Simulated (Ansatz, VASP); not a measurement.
## One calculation of Li, two programs

File INCAR:

```
PREC     = Accurate       # precision mode
ENCUT    = 520            # plane-wave cutoff, eV
EDIFF    = 1E-7           # SCF threshold, eV
ISMEAR   = 0              # smearing method
SIGMA    = 0.1            # smearing width, eV
LREAL    = F              # projectors in reciprocal space
LASPH    = T              # aspherical terms in the spheres
NELM     = 80             # most SCF steps
ALGO     = Fast           # electronic algorithm
ISIF     = 2              # what is computed and relaxed
LWAVE    = F              # write WAVECAR
LCHARG   = F              # write CHGCAR
GGA      = PE             # functional
NBANDS   = 10             # bands
```

The input KPOINTS:

```
Automatic mesh
0
Gamma
  14 14 8
```

The input POSCAR:

```
Li
1.0
    3.1592226849      0.0210925946     -0.0622200430
   -1.5613446197      2.7197629696      0.0589142367
   -0.1018600000      0.0525597600      5.0993153200
Li
2
Direct
    0.3627474241      0.7050898480      0.2942450422
    0.6372525759      0.2949101520      0.7057549578
```

Input for Ansatz:

```yaml
crystal:
  lattice:
    - [3.1592226849, 0.0210925946, -0.062220043]
    - [-1.5613446197, 2.7197629696, 0.0589142367]
    - [-0.10186, 0.05255976, 5.09931532]
  atoms:
    - { symbol: Li, position: [0.3627474241, 0.705089848, 0.2942450422] }
    - { symbol: Li, position: [0.6372525759, 0.294910152, 0.7057549578] }
basis:
  ecutwfc: 420
kpoints:
  mp_grid: { grid: [14, 14, 8] }
hamiltonian:
  xc: pbe
scf:
  occupations: { method: gaussian, width: 0.1 }
output:
  forces: true
  stress: true
  eigenvalues: true
  write_density: true
  write_potential: true
  elf: true
  volumetric_format: npy
```

Change from the starting cell: all atoms moved at random, cell strained at random.

Alike in both runs: task single point; functional PBE; k mesh 14 × 14 × 8; occupations gaussian, width 0.1 eV; no spin polarisation.

|  | VASP | Ansatz |
| --- | --- | --- |
| version | VASP 6.6.1 | Ansatz 0.2.0 |
| potentials or method | VASP PAW PBE potentials, release 64 (Li_sv), cutoff 520 eV | scalar-relativistic, plane waves, PAW |
| valence electrons in the cell | 6 | 6 |

Ansatz gave:

* gap on the k mesh at the Fermi level (eV): none
* rms of the force components (eV/Å): 0.306

Which values does VASP return?

gap on the k mesh at the Fermi level (eV): none; rms of the force components (eV/Å): 0.307.

Atom by atom the forces differ by 0.001 eV/Å (rms over components). A gap of «none» marks a metal or a gap that the smearing closes.

Noted on VASP's run: the cutoff is short for stress, so the pressure is rough.
